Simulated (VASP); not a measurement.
# Ag (Fm-3m) in VASP: single point with PBE

Aim: the single point of Ag with PBE.

All numbers are computed with VASP 6.6.1; they aren't measurements. Logs are shortened: lines on timing, memory, paths and dates and some standing lists are left out, and cuts for length are marked.

**1. The cell of the first run**

The structure is cubic, space group Fm-3m (No. 225). Conventional cell: a = 4.148 Å, b = 4.148 Å, c = 4.148 Å, α = 90.00°, β = 90.00°, γ = 90.00°. Within 3.9 Å of Ag (site symmetry m-3m) lie 12 Ag at 2.93 Å.

**2. Single point, PBE**

INCAR

```
ALGO = Normal ; EDIFF = 1E-6
ENCUT = 520 ; GGA = PE
ISIF = 2 ; ISMEAR = -1
LASPH = True ; LCHARG = True
LELF = True ; LREAL = False
LVHAR = True ; LWAVE = False
NBANDS = 18 ; NELM = 60
PREC = Accurate ; SIGMA = 0.1
```

KPOINTS

```
k-points
0
Gamma
  12 12 9
```

POSCAR

```
Ag
1.0
    2.0739900229      2.0739900229      0.0000000000
   -2.0739900229      2.0739900229      0.0000000000
    0.0000000000      0.0000000000      4.1479800458
Ag
2
Direct
    0.0000000000      0.0000000000      0.0000000000
    0.5000000000      0.5000000000      0.5000000000
```

Potentials or basis: VASP PAW PBE potentials, release 64 (Ag).

Launch:

```bash
> cat potpaw_PBE.64/Ag/POTCAR > POTCAR
> mpirun -np 1 vasp_std > vasp.out
```

OUTCAR:

```text
EDIFF = 1E-6
   ENCUT = 520
   GGA = PE
   ISIF = 2
   ISMEAR = -1
   LASPH = True
   LREAL = False
   NELM = 60
   PREC = Accurate

 ion  position               nearest neighbor table
   1  0.000  0.000  0.000-   2 2.93   2 2.93   2 2.93   2 2.93   2 2.93   2 2.93   2 2.93   2 2.93

   2  0.500  0.500  0.500-   1 2.93   1 2.93   1 2.93   1 2.93   1 2.93   1 2.93   1 2.93   1 2.93

  LATTYP: Found a simple tetragonal cell.
 ALAT       =     2.9330648186
 C/A-ratio  =     1.4142135624

  Lattice vectors:

 A1 = (   2.0739900229,   2.0739900229,   0.0000000000)
 A2 = (  -2.0739900229,   2.0739900229,   0.0000000000)
 A3 = (   0.0000000000,   0.0000000000,   4.1479800458)

Analysis of symmetry for initial positions (statically):
=====================================================================
 Subroutine PRICEL returns following result:

  LATTYP: Found a face centered cubic cell.
 ALAT       =     4.1479800458

  Lattice vectors:

 A1 = (   0.0000000000,  -2.0739900229,  -2.0739900229)
 A2 = (   2.0739900229,   0.0000000000,  -2.0739900229)
 A3 = (   2.0739900229,  -2.0739900229,   0.0000000000)

   2 primitive cells build up your supercell.

 Routine SETGRP: Setting up the symmetry group for a
 simple tetragonal supercell.

 Subroutine GETGRP returns: Found 16 space group operations
 (whereof 16 operations were pure point group operations)
 out of a pool of 16 trial point group operations.

The static configuration has the point symmetry D_4h.

Analysis of symmetry for dynamics (positions and initial velocities):
=====================================================================
 Subroutine PRICEL returns following result:

  LATTYP: Found a face centered cubic cell.
 ALAT       =     4.1479800458

  Lattice vectors:

 A1 = (   0.0000000000,  -2.0739900229,  -2.0739900229)
 A2 = (   2.0739900229,   0.0000000000,  -2.0739900229)
 A3 = (   2.0739900229,  -2.0739900229,   0.0000000000)

   2 primitive cells build up your supercell.

 Routine SETGRP: Setting up the symmetry group for a
 simple tetragonal supercell.

 Subroutine GETGRP returns: Found 16 space group operations
 (whereof 16 operations were pure point group operations)
 out of a pool of 16 trial point group operations.

The dynamic configuration has the point symmetry D_4h.

 Subroutine INISYM returns: Found 16 space group operations
 (whereof 16 operations are pure point group operations),
 and found     2 'primitive' translations

----------------------------------------------------------------------------------------

                                     Primitive cell

  volume of cell :      17.8423

  direct lattice vectors                    reciprocal lattice vectors
     0.000000000 -2.073990023 -2.073990023    -0.241081198 -0.241081198 -0.241081198
     2.073990023  0.000000000 -2.073990023     0.241081198  0.241081198 -0.241081198
     2.073990023 -2.073990023  0.000000000     0.241081198 -0.241081198  0.241081198

  length of vectors
     2.933064819  2.933064819  2.933064819     0.417564884  0.417564884  0.417564884

  position of ions in fractional coordinates (direct lattice)
     0.000000000  0.000000000  0.000000000

  ion indices of the primitive-cell ions
   primitive index   ion index
                 1           1

----------------------------------------------------------------------------------------

 KPOINTS: k-points

Automatic generation of k-mesh.
 Grid dimensions read from file:
 generate k-points for:   12   12    9

 Generating k-lattice:

  Cartesian coordinates                     Fractional coordinates (reciprocal lattice)
     0.020090100  0.020090100  0.000000000     0.083333333  0.000000000  0.000000000
    -0.020090100  0.020090100  0.000000000     0.000000000  0.083333333  0.000000000
     0.000000000  0.000000000  0.026786800     0.000000000  0.000000000  0.111111111

  Length of vectors
     0.028411692  0.028411692  0.026786800

  Shift w.r.t. Gamma in fractional coordinates (k-lattice)
     0.000000000  0.000000000  0.000000000

 Subroutine IBZKPT returns following result:
 ===========================================

 Found    140 irreducible k-points:

 Following reciprocal coordinates:
            Coordinates               Weight
  0.000000  0.000000  0.000000      1.000000
  0.083333  0.000000  0.000000      4.000000
  0.166667  0.000000  0.000000      4.000000
  0.250000  0.000000  0.000000      4.000000
  0.333333  0.000000  0.000000      4.000000
  0.416667  0.000000  0.000000      4.000000
[... 16 lines left out ...]
  0.333333  0.333333  0.000000      4.000000
  0.416667  0.333333  0.000000      8.000000
 [... further k-points ...]
   k-points           NKPTS =    140   k-points in BZ     NKDIM =    140   number of bands    NBANDS=     18
   number of dos      NEDOS =    301   number of ions     NIONS =      2
   total plane-waves  NPLWV =  18432
   dimension x,y,z NGX =    24 NGY =   24 NGZ =   32
   dimension x,y,z NGXF=    48 NGYF=   48 NGZF=   64
   ions per type =               2
   NGX,Y,Z   is equivalent  to a cutoff of  13.60, 13.60, 12.83 a.u.
   NGXF,Y,Z  is equivalent  to a cutoff of  27.21, 27.21, 25.65 a.u.
 SYSTEM =  unknown system
   PREC   = accura    normal or accurate (medium, high low for compatibility)
   ISTART =      0    job   : 0-new  1-cont  2-samecut
   ICHARG =      2    charge: 1-file 2-atom 10-const
   ISPIN  =      1    spin polarized calculation?
   LNONCOLLINEAR =      F non collinear calculations
   LSORBIT =      F    spin-orbit coupling
   LASPH  =      T    aspherical Exc in radial PAW
   ENCUT  =  520.0 eV  38.22 Ry    6.18 a.u.   5.45  5.45  7.71*2*pi/ulx,y,z
   NELM   =     60;   NELMIN=  2; NELMDL= -5     # of ELM steps
   EDIFF  = 0.1E-05   stopping-criterion for ELM
   LREAL  =      F    real-space projection
   EDIFFG = 0.1E-04   stopping-criterion for IOM
   NSW    =      0    number of steps for IOM
   IBRION =     -1    ionic relax: 0-MD 1-quasi-New 2-CG
   NFREE  =      0    steps in history (QN), initial steepest desc. (CG)
   ISIF   =      2    stress and relaxation
   ISYM   =      2    0-nonsym 1-usesym 2-fastsym
   POTIM  = 0.5000    time-step for ionic-motion
   TEBEG  =    0.0;   TEEND  =   0.0 temperature during run
   PSTRESS=    0.0 pullay stress
   NELECT =      22.0000    total number of electrons
   NUPDOWN=      -1.0000    fix difference up-down
   EMIN   =  10.00;   EMAX   =-10.00  energy-range for DOS
   EFERMI =   0.00;   METHOD = LEGACY
   ISMEAR =    -1;   SIGMA  =   0.10  broadening in eV -4-tet -1-fermi 0-gaus
   EFERMI_NEDOS =   21; number of points for ismear=-14 and -15
   IALGO  =     38    algorithm
   IMIX   =      4    mixing-type and parameters
     AMIX     =   0.40;   BMIX     =  1.00
     AMIX_MAG =   1.60;   BMIX_MAG =  1.00
  volume/ion in A,a.u.               =      17.84       120.41
  Fermi-wavevector in a.u.,A,eV,Ry     =   1.393336  2.633022 26.414134  1.941384
  Thomas-Fermi vector in A             =   2.516992
   LORBIT       =      0    0 simple, 1 ext, 2 COOP (PROOUT), +10 PAW based schemes
   GGA     = PE    functional components
   LHFCALC =     F    Hartree Fock is set to
   AEXX    =    0.0000 exact exchange contribution
   IVDW    =     0    specifies the selected vdW correction
   LEPSILON=     F    determine dielectric tensor
   LRPA    =     F    only Hartree local field effects (RPA)
 non-spin polarized calculation
  energy-cutoff  :      520.00
  volume of cell :       35.68
 maximum number of plane-waves:       999
 NGX is ok and might be reduce to    24
   NGX = 11   NGY = 11   NGZ = 15

 number of electron      22.0000013 magnetization

 Free energy of the ion-electron system (eV)
  ---------------------------------------------------
  ext. energy  EPLUGINS =         0.00000000
  ---------------------------------------------------
  free energy    TOTEN  =        -5.44032804 eV

  energy without entropy =       -5.41803563  energy(sigma->0) =       -5.42918184

 E-fermi :   7.8050     XC(G=0): -11.9406

 val. band max:        7.7784053817   @ k =   0.2500   0.2500   0.4444
 cond. band min:       7.8062073641   @ k =   0.2500   0.0833   0.3333
 fundamental gap:      0.0278019823
 Fermi energy:         7.8049670007

 k-point     1 :       0.0000    0.0000    0.0000
  band No.  band energies     occupation
      1       0.3750      2.00000
      2       1.6621      2.00000
      3       1.7867      2.00000
      4       3.1683      2.00000
      5       3.1683      2.00000
      6       3.1693      2.00000
[... 10 lines left out ...]
     17      24.4656      0.00000
     18      24.4849      0.00000

 k-point     2 :       0.0833    0.0000    0.0000
  band No.  band energies     occupation
      1       0.5145      2.00000
      2       1.7283      2.00000
      3       1.8567      2.00000
      4       3.1320      2.00000
      5       3.2016      2.00000
      6       3.2169      2.00000
[... 10 lines left out ...]
     17      24.4311      0.00000
     18      25.6824      0.00000

 k-point     3 :       0.1667    0.0000    0.0000
  band No.  band energies     occupation
      1       0.9137      2.00000
      2       1.8725      2.00000
      3       2.0954      2.00000
      4       3.0367      2.00000
      5       3.2993      2.00000
      6       3.3337      2.00000
[... 10 lines left out ...]
     17      24.0513      0.00000
     18      24.3228      0.00000

 k-point     4 :       0.2500    0.0000    0.0000
  band No.  band energies     occupation
      1       1.5034      2.00000
      2       2.0616      2.00000
      3       2.4601      2.00000
      4       2.9186      2.00000
      5       3.4264      2.00000
      6       3.4542      2.00000
[... 375 lines left out ...]
      4       2.2247      2.00000
      5       3.7392      2.00000
      6       3.7392      2.00000
[... 10 lines left out ...]
     17      18.4134      0.00000
     18      18.4134      0.00000

 k-point    23 :       0.3333    0.3333    0.0000
  band No.  band energies     occupation
      1       2.0256      2.00000
      2       2.1031      2.00000
      3       2.1423      2.00000
      4       2.3000      2.00000
      5       3.7458      2.00000
      6       4.3553      2.00000
[... 10 lines left out ...]
     17      20.0898      0.00000
     18      20.0910      0.00000

 k-point    24 :       0.4167    0.3333    0.0000
  band No.  band energies     occupation
      1       1.9288      2.00000
      2       1.9906      2.00000
      3       1.9983      2.00000
      4       2.0933      2.00000
      5       4.1164      2.00000
      6       4.4826      2.00000
[... 10 lines left out ...]
     17      19.0216      0.00000
     18      19.0461      0.00000

 [... further k-points ...]
[... 5 lines left out ...]
  --------------------------------------------------------------------------------------
  -------------------------------------------------------------------------------------
  Total        0.0045608      0.0045608     -0.0327293      0.0000000      0.0000000      0.0000000
  in kB        0.2047706      0.2047706     -1.4694941      0.0000000      0.0000000      0.0000000
  external PRESSURE =      -0.3533176 kB  Pullay stress =       0.0000000 kB

 VOLUME and BASIS-vectors are now :
 -----------------------------------------------------------------------------
  energy-cutoff  :      520.00
  volume of cell :       35.68
      direct lattice vectors                 reciprocal lattice vectors
     2.073990023  2.073990023  0.000000000     0.241081198  0.241081198  0.000000000
    -2.073990023  2.073990023  0.000000000    -0.241081198  0.241081198  0.000000000
     0.000000000  0.000000000  4.147980046     0.000000000  0.000000000  0.241081198

 POSITION                                       TOTAL-FORCE (eV/Angst)
 -----------------------------------------------------------------------------------
      0.00000      0.00000      0.00000         0.000000      0.000000      0.000000
      0.00000      2.07399      2.07399        -0.000000     -0.000000     -0.000000
 -----------------------------------------------------------------------------------
    total drift:                               -0.000000      0.000000     -0.000000

  FREE ENERGIE OF THE ION-ELECTRON SYSTEM (eV)
  ---------------------------------------------------
  free  energy   TOTEN  =        -5.4403280441 eV

  energy  without entropy=       -5.4180356299  energy(sigma->0) =       -5.42918184
```

Run time: 77 s. Hardware: 1 thread of Intel Xeon 8259CL, shared host; peak memory 0.2 GiB.

What came out:

| Item | Value |
| --- | --- |
| Free energy | -5.4403 eV |
| Pressure | 0.0 GPa |
| Band gap on the k mesh | zero (bands 11 and 12 overlap by 8.40 eV) |

Levels at points of the mesh, in eV from the Fermi level:
```tsv
k point	band 7	band 8	band 9	band 10	band 11	band 12	band 13	band 14	band 15	band 16
(0.00, 0.00, 0.00)	-3.68	-3.68	-2.98	-2.76	-2.76	1.66	6.41	10.45	10.45	15.93
(0.50, 0.00, 0.00)	-4.03	-4.03	-3.67	-3.67	-0.57	-0.57	9.00	9.00	9.05	9.05
(0.50, 0.50, 0.00)	-2.76	-2.76	-2.76	-2.76	1.66	1.66	6.41	6.41	10.45	10.45
```

The gap in the log of VASP goes by the Fermi energy; the results here count the filled bands.